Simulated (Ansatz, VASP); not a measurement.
**One calculation of C, two programs**

```xyz
4
Lattice="2.4649 -0.2465 0.0000 -1.4459 2.2580 0.0000 0.0000 0.0000 7.0558" Properties=species:S:1:pos:R:3 pbc="T T T"
C     0.0000    0.0000    0.0176
C     0.0000    0.0000    3.5456
C    -0.1423    1.4231    0.0176
C     1.1613    0.5883    3.5456
```

Change from the starting cell: engineering shear strain xy -0.2000, normal strain along z +0.0467.

Alike in both runs: task single point; functional PBE; dispersion D3(BJ); k mesh 18 × 18 × 6; occupations gaussian, width 0.15 eV; no spin polarisation.

```csv
,VASP,Ansatz
version,VASP 6.6.1,Ansatz 0.2.0
potentials or method,"VASP PAW PBE potentials, release 64 (C), cutoff 520 eV","scalar-relativistic, plane waves, PAW"
valence electrons in the cell,16,16
```

|  | VASP | Ansatz | Ansatz less VASP |
| --- | --- | --- | --- |
| gap on the k mesh at the Fermi level (eV) | 0.42 | 0.41 | -0.002 |
| least direct gap on the mesh (eV) | 0.42 | 0.41 | -0.002 |
| pressure (GPa) | 15.6 | 15.2 | -0.43 |
| traceless stress, the component that is largest in VASP (GPa) | 89.65 | 89.41 | -0.250 |
| rms of the force components (eV/Å) | 1.671 | 1.650 | -0.0208 |

Atom by atom the forces differ by 0.025 eV/Å (rms over components).
